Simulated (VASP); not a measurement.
Runs of VASP 6.6.1 on KSnCl3. The structure is that of space group Pm-3m (No. 221), or close to it. The cells are those of the table. 

```tsv
level	cell	smearing	gap on the mesh (eV)	pressure (GPa)
PBE	a = 5.706, b = 5.540, c = 5.540 Å, 5 atoms	fermi-dirac 0.02 eV	0.80	-0.1
r2SCAN	a = 5.540 Å, 5 atoms	gaussian 0.01 eV	0.97	(c)
r2SCAN	a = 5.512, b = 5.512, c = 5.549 Å, 5 atoms	gaussian 0.01 eV	0.88	(a)
PBE	a = 5.512, b = 5.512, c = 5.549 Å, 5 atoms	fermi-dirac 0.02 eV	(b)	0.8
```

Alike in all rows: task single point; potentials or basis VASP PAW PBE potentials, release 64 (K_sv, Sn_d, Cl); no spin polarisation; k mesh 6 × 6 × 6; cutoff (eV) 520.

Question: Estimate the missing entries.

Answer: (a) 0.0; (b) 0.71; (c) -0.2.

Caveats: spin-orbit coupling is left out, which moves the levels of the heavy elements; the PAW data sets were made with another functional, which shifts forces and pressure a little (at least some runs).

A k mesh can miss the band edges, and the runs leave out spin-orbit coupling on Sn.
